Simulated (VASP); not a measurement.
# Si7W4 in VASP: single point with PBEsol

Aim: the single point of Si7W4 with PBEsol.

Program: VASP 6.6.1. These are calculated values, not measurements. Logs are shortened: lines on timing, memory, paths and dates and some standing lists are left out, and cuts for length are marked.

### Step 1. The cell of the first run

The typed cell holds 22 atoms: a = 6.276 Å, b = 6.276 Å, c = 7.965 Å, α = 90.00°, β = 90.00°, γ = 90.01°.

### Step 2. Single point, PBEsol (atoms taken out)

INCAR

```
PREC     = Accurate       # precision mode
ENCUT    = 520            # plane-wave cutoff, eV
EDIFF    = 1E-6           # SCF threshold, eV
ISMEAR   = 0              # smearing method
SIGMA    = 0.1            # smearing width, eV
LREAL    = Auto         
LASPH    = True           # aspherical terms in the spheres
NELM     = 100            # most SCF steps
ALGO     = Fast           # electronic algorithm
ISIF     = 2              # what is computed and relaxed
LWAVE    = False          # write WAVECAR
LCHARG   = False          # write CHGCAR
GGA      = PS             # functional
NBANDS   = 101            # bands
```

KPOINTS

```
Automatic mesh
0
Gamma
  5 5 4
```

POSCAR

```
Si7W4
1.0
   -0.0004890000     -6.2759360000      0.0000170000
    6.2760740000      0.0004890000      0.0000170000
    0.0000150000     -0.0000020000      7.9651650000
Si W
14 8
Direct
    0.2468280399      0.7535852204      0.8342078211
    0.5001728373      0.9970724794      0.3342016883
    0.7516984470      0.2486776531      0.8342281407
    0.9952807406      0.5019946483      0.3342289815
    0.7494844533      0.7512896042      0.8287428412
    0.9975214369      0.9993732263      0.3287435442
    0.2499372225      0.2517834446      0.1574358973
    0.4970487882      0.4988847943      0.6574494222
    0.2565886317      0.7411099720      0.1706988761
    0.4903883136      0.0095302586      0.6707009181
    0.7392021886      0.2585015647      0.1707050714
    0.0077837009      0.4921579032      0.6707089842
    0.7356533983      0.7374921096      0.1702013749
    0.0113381818      0.0131834351      0.6702063405
    0.5019814231      0.9977917365      0.0012146949
    0.7509925443      0.2468494513      0.5012151863
    0.4979704951      0.4998266960      0.9870807668
    0.7557613180      0.7576183144      0.5045590481
    0.9912177712      0.9930462925      0.0045541131
    0.2490219761      0.2508450561      0.4870743858
    0.9959962611      0.5038230333      0.0012164444
    0.2450133911      0.7528617768      0.5012159820
```

Potentials or basis: VASP PAW PBE potentials, release 64 (Si, W_sv).

Launch:

```console
$ cat potpaw_PBE.64/Si/POTCAR potpaw_PBE.64/W_sv/POTCAR > POTCAR
$ mpirun -np 1 vasp_std > vasp.out
```

OUTCAR:

```text
PREC = Accurate
   ENCUT = 520
   EDIFF = 1E-6
   ISMEAR = 0
   LREAL = Auto
   LASPH = True
   NELM = 100
   ISIF = 2
   GGA = PS

 ion  position               nearest neighbor table
   1  0.247  0.754  0.834-  17 2.55  14 2.56  10 2.57  12 2.58  19 2.58  15 2.58  21 2.59   8 2.65
                            22 2.65   9 2.68   5 3.12
   2  0.500  0.997  0.334-  20 2.55  13 2.56   9 2.57  11 2.58  18 2.58  22 2.59  16 2.59   7 2.65
                            15 2.65  10 2.68   6 3.12
   3  0.752  0.249  0.834-  17 2.55  14 2.56  12 2.57  10 2.58  19 2.58  21 2.59  15 2.59   8 2.65
                            16 2.65  11 2.68   5 3.12
   4  0.995  0.502  0.334-  20 2.55  13 2.56  11 2.57   9 2.58  18 2.58  16 2.59  22 2.59   7 2.65
                            21 2.65  12 2.68   6 3.12
   5  0.749  0.751  0.829-  19 2.56  17 2.56  18 2.58  21 2.59  15 2.59  10 2.62  12 2.62   8 2.62
                            14 2.65  13 2.72   1 3.12   3 3.12
   6  0.998  0.999  0.329-  18 2.56  20 2.56  19 2.58  22 2.59  16 2.59   9 2.62  11 2.62   7 2.62
                            13 2.65  14 2.72   2 3.12   4 3.12
   7  0.250  0.252  0.157-  21 2.57  15 2.57  17 2.59  19 2.60   6 2.62  20 2.63   4 2.65   2 2.65
                            11 3.07   9 3.07
   8  0.497  0.499  0.657-  16 2.57  22 2.57  20 2.59  18 2.60   5 2.62  17 2.63   3 2.65   1 2.65
                            12 3.07  10 3.07
   9  0.257  0.741  0.171-   2 2.57   4 2.58  21 2.59  17 2.59  15 2.61   6 2.62  22 2.63  19 2.65
[... 13 lines left out ...]
  16  0.751  0.247  0.501-   8 2.57  14 2.58   4 2.59   6 2.59   2 2.59  10 2.59  12 2.61  11 2.63
                             3 2.65  18 3.07  20 3.13  20 3.15  18 3.21
  17  0.498  0.500  0.987-   3 2.55   1 2.55   5 2.56  13 2.56   7 2.59  11 2.59   9 2.59   8 2.63
                            15 3.13  21 3.13  21 3.15  15 3.15
  18  0.756  0.758  0.505-   6 2.56   5 2.58   2 2.58   4 2.58   8 2.60  14 2.62  10 2.65  12 2.65
                            13 2.67  16 3.07  22 3.07  22 3.21  16 3.21
  19  0.991  0.993  0.005-   5 2.56   6 2.58   1 2.58   3 2.58   7 2.60  13 2.62   9 2.65  11 2.65
                            14 2.67  21 3.07  15 3.07  15 3.21  21 3.21
  20  0.249  0.251  0.487-   4 2.55   2 2.55   6 2.56  14 2.56   8 2.59  12 2.59  10 2.59   7 2.63
                            22 3.13  16 3.13  16 3.15  22 3.15
  21  0.996  0.504  0.001-   7 2.57  13 2.58   3 2.59   5 2.59   1 2.59   9 2.59  11 2.61  12 2.63
                             4 2.65  19 3.07  17 3.13  17 3.15  19 3.21
  22  0.245  0.753  0.501-   8 2.57  14 2.58   2 2.59   6 2.59   4 2.59  12 2.59  10 2.61   9 2.63
                             1 2.65  18 3.07  20 3.13  20 3.15  18 3.21

  LATTYP: Found a simple monoclinic cell.
 ALAT       =     6.2759360191
 B/A-ratio  =     1.2691596880
 C/A-ratio  =     1.0000219888
 COS(beta)  =    -0.0001558316

  Lattice vectors:

 A1 = (  -0.0004890000,  -6.2759360000,   0.0000170000)
 A2 = (  -0.0000150000,   0.0000020000,  -7.9651650000)
 A3 = (   6.2760740000,   0.0004890000,   0.0000170000)

Analysis of symmetry for initial positions (statically):
=====================================================================
 Subroutine PRICEL returns:
 Original cell was already a primitive cell.

 Routine SETGRP: Setting up the symmetry group for a
 simple monoclinic supercell.

 Subroutine GETGRP returns: Found  1 space group operations
 (whereof  1 operations were pure point group operations)
 out of a pool of  4 trial point group operations.

The static configuration has the point symmetry C_1 .

Analysis of symmetry for dynamics (positions and initial velocities):
=====================================================================
 Subroutine PRICEL returns:
 Original cell was already a primitive cell.

 Routine SETGRP: Setting up the symmetry group for a
 simple monoclinic supercell.

 Subroutine GETGRP returns: Found  1 space group operations
 (whereof  1 operations were pure point group operations)
 out of a pool of  4 trial point group operations.

The dynamic configuration has the point symmetry C_1 .

 Subroutine INISYM returns: Found  1 space group operations
 (whereof  1 operations are pure point group operations),
 and found     1 'primitive' translations

----------------------------------------------------------------------------------------

                                     Primitive cell

  volume of cell :     313.7338

  direct lattice vectors                    reciprocal lattice vectors
[... 65 lines left out ...]

  Cartesian coordinates                     Fractional coordinates (reciprocal lattice)
     0.000002483 -0.031867757 -0.000000008     0.200000000 -0.000000000  0.000000000
     0.031867056 -0.000002483 -0.000000060     0.000000000  0.200000000  0.000000000
    -0.000000085  0.000000085  0.031386669     0.000000000  0.000000000  0.250000000

  Length of vectors
     0.031867757  0.031867056  0.031386669

  Shift w.r.t. Gamma in fractional coordinates (k-lattice)
     0.000000000  0.000000000  0.000000000

 Subroutine IBZKPT returns following result:
 ===========================================

 Found     51 irreducible k-points:

 Following reciprocal coordinates:
            Coordinates               Weight
  0.000000  0.000000  0.000000      1.000000
  0.200000  0.000000 -0.000000      2.000000
  0.400000 -0.000000  0.000000      2.000000
  0.000000  0.200000  0.000000      2.000000
  0.200000  0.200000 -0.000000      2.000000
  0.400000  0.200000  0.000000      2.000000
[... 16 lines left out ...]
  0.400000  0.200000  0.250000      2.000000
 -0.400000 -0.200000  0.250000      2.000000
 [... further k-points ...]
   k-points           NKPTS =     51   k-points in BZ     NKDIM =     51   number of bands    NBANDS=    101
   number of dos      NEDOS =    301   number of ions     NIONS =     22
   total plane-waves  NPLWV = 138240
   dimension x,y,z NGX =    48 NGY =   48 NGZ =   60
   dimension x,y,z NGXF=    96 NGYF=   96 NGZF=  120
   ions per type =              14   8
   NGX,Y,Z   is equivalent  to a cutoff of  12.71, 12.71, 12.52 a.u.
   NGXF,Y,Z  is equivalent  to a cutoff of  25.43, 25.43, 25.05 a.u.
 SYSTEM =  unknown system
   PREC   = accura    normal or accurate (medium, high low for compatibility)
   ISTART =      0    job   : 0-new  1-cont  2-samecut
   ICHARG =      2    charge: 1-file 2-atom 10-const
   ISPIN  =      1    spin polarized calculation?
   LNONCOLLINEAR =      F non collinear calculations
   LSORBIT =      F    spin-orbit coupling
   LASPH  =      T    aspherical Exc in radial PAW
   ENCUT  =  520.0 eV  38.22 Ry    6.18 a.u.  11.67 11.67 14.81*2*pi/ulx,y,z
   NELM   =    100;   NELMIN=  2; NELMDL= -5     # of ELM steps
   EDIFF  = 0.1E-05   stopping-criterion for ELM
   LREAL  =      T    real-space projection
   EDIFFG = 0.1E-04   stopping-criterion for IOM
   NSW    =      0    number of steps for IOM
   IBRION =     -1    ionic relax: 0-MD 1-quasi-New 2-CG
   NFREE  =      0    steps in history (QN), initial steepest desc. (CG)
   ISIF   =      2    stress and relaxation
   ISYM   =      2    0-nonsym 1-usesym 2-fastsym
   POTIM  = 0.5000    time-step for ionic-motion
   TEBEG  =    0.0;   TEEND  =   0.0 temperature during run
   PSTRESS=    0.0 pullay stress
   NELECT =     168.0000    total number of electrons
   NUPDOWN=      -1.0000    fix difference up-down
   EMIN   =  10.00;   EMAX   =-10.00  energy-range for DOS
   EFERMI =   0.00;   METHOD = LEGACY
   ISMEAR =     0;   SIGMA  =   0.10  broadening in eV -4-tet -1-fermi 0-gaus
   EFERMI_NEDOS =   21; number of points for ismear=-14 and -15
   IALGO  =     68    algorithm
   IMIX   =      4    mixing-type and parameters
     AMIX     =   0.40;   BMIX     =  1.00
     AMIX_MAG =   1.60;   BMIX_MAG =  1.00
  volume/ion in A,a.u.               =      14.26        96.24
  Fermi-wavevector in a.u.,A,eV,Ry     =   1.329406  2.512212 24.045835  1.767319
  Thomas-Fermi vector in A             =   2.458570
   LORBIT       =      0    0 simple, 1 ext, 2 COOP (PROOUT), +10 PAW based schemes
   GGA     = PS    functional components
   LHFCALC =     F    Hartree Fock is set to
   AEXX    =    0.0000 exact exchange contribution
   IVDW    =     0    specifies the selected vdW correction
   LEPSILON=     F    determine dielectric tensor
   LRPA    =     F    only Hartree local field effects (RPA)
 non-spin polarized calculation
 RMM-DIIS sequential band-by-band and
 Gauss-broadening in eV      SIGMA  =   0.10
  energy-cutoff  :      520.00
  volume of cell :      313.73
 maximum number of plane-waves:      8494
   NGX = 23   NGY = 23   NGZ = 29

 number of electron     168.0000001 magnetization

 Free energy of the ion-electron system (eV)
  ---------------------------------------------------
  ext. energy  EPLUGINS =         0.00000000
  ---------------------------------------------------
  free energy    TOTEN  =      -195.54079167 eV

  energy without entropy =     -195.48832106  energy(sigma->0) =     -195.51455637

 E-fermi :  10.3972     XC(G=0): -12.3628

 val. band max:       10.3834855742   @ k =  -0.4000   0.0000   0.2500
 cond. band min:      10.4028178933   @ k =  -0.2000   0.4000  -0.0000
 fundamental gap:      0.0193323190
 Fermi energy:        10.3971632741

 k-point     1 :       0.0000    0.0000    0.0000
  band No.  band energies     occupation
      1     -62.9731      2.00000
      2     -62.9729      2.00000
      3     -62.9694      2.00000
      4     -62.9694      2.00000
      5     -62.9489      2.00000
      6     -62.9489      2.00000
[... 2365 lines left out ...]
     95      13.3052      0.00000
     96      13.3597      0.00000

 [... further k-points ...]

 [bands above 96 left out]

------------------------ aborting loop because EDIFF is reached ----------------------------------------

  FORCE on cell =-STRESS in cart. coord.  units (eV):
  Direction    XX          YY          ZZ          XY          YZ          ZX
  --------------------------------------------------------------------------------------
  -------------------------------------------------------------------------------------
  Total        0.7930031      0.7966899      0.2325518      0.8673718     -0.0056258     -0.0033731
  in kB        4.0497121      4.0685397      1.1875966      4.4294983     -0.0287299     -0.0172259
  external PRESSURE =       3.1019495 kB  Pullay stress =       0.0000000 kB

 VOLUME and BASIS-vectors are now :
 -----------------------------------------------------------------------------
  energy-cutoff  :      520.00
  volume of cell :      313.73
      direct lattice vectors                 reciprocal lattice vectors
    -0.000489000 -6.275936000  0.000017000     0.000012415 -0.159338783 -0.000000040
     6.276074000  0.000489000  0.000017000     0.159335280 -0.000012415 -0.000000300
     0.000015000 -0.000002000  7.965165000    -0.000000340  0.000000340  0.125546677

 POSITION                                       TOTAL-FORCE (eV/Angst)
 -----------------------------------------------------------------------------------
      4.72945     -1.54871      6.64462         0.000906      0.008913     -0.026402
      6.25746     -3.13857      2.66200        -0.001331     -0.006309     -0.026863
      1.56036     -4.71749      6.64478        -0.007551     -0.002198     -0.028660
      3.15007     -6.24607      2.66221         0.007450      0.001885     -0.027413
      4.71480     -4.70335      6.60110         0.014700     -0.013418     -0.015667
      6.27166     -6.25989      2.61853        -0.014114      0.015028     -0.014828
[... 14 lines left out ...]
      3.16154     -6.25056      0.00971         0.008122      0.015929     -0.009804
      4.72490     -1.53732      3.99228         0.014913      0.009295     -0.010488
 -----------------------------------------------------------------------------------
    total drift:                               -0.002262      0.005526     -0.001430

  FREE ENERGIE OF THE ION-ELECTRON SYSTEM (eV)
  ---------------------------------------------------
  free  energy   TOTEN  =      -195.5407916741 eV

  energy  without entropy=     -195.4883210601  energy(sigma->0) =     -195.51455637
```

It took 1.5 h on 1 thread of Oxide Virtual Turin-like, shared host; peak memory 0.98 GiB.

Results:

```
Free energy            : -195.5408 eV
Pressure               : 0.3 GPa
Largest force          : 0.107 eV/Å
Band gap on the k mesh : zero (bands 84 and 85 overlap by 0.88 eV)
```

Forces in eV/Å, atoms in the order of the input:
```
Si   0.001  0.009 -0.026
Si  -0.001 -0.006 -0.027
Si  -0.008 -0.002 -0.029
Si   0.007  0.002 -0.027
Si   0.015 -0.013 -0.016
Si  -0.014  0.015 -0.015
Si   0.025 -0.026 -0.016
Si  -0.026  0.027 -0.016
Si  -0.011  0.005  0.009
Si   0.014 -0.004  0.010
Si  -0.006  0.009  0.009
Si   0.007 -0.010  0.009
Si   0.029 -0.032  0.029
Si  -0.031  0.032  0.029
W   -0.015 -0.010 -0.009
W   -0.010 -0.016 -0.009
W   -0.057  0.058  0.067
W   -0.053  0.050 -0.010
W    0.055 -0.052 -0.009
W    0.058 -0.059  0.068
W    0.008  0.016 -0.010
W    0.015  0.009 -0.010
```

Stress tensor (GPa, compression positive):
```
0.40 0.44 0.00
0.44 0.41 0.00
0.00 0.00 0.12
```

Levels at points of the mesh, in eV from the Fermi level:
```tsv
k point	band 82	band 83	band 84	band 85	band 86	band 87
(0.00, 0.00, 0.00)	0.20	0.21	0.28	0.37	0.58	1.52
(0.00, 0.00, 0.50)	-0.38	0.32	0.32	0.57	0.57	1.59
```

Caveat: the cell differs from its parent crystal (atoms taken out); the PAW data sets were made with another functional, which shifts forces and pressure a little; spin-orbit coupling is left out, which moves the levels of the heavy elements.
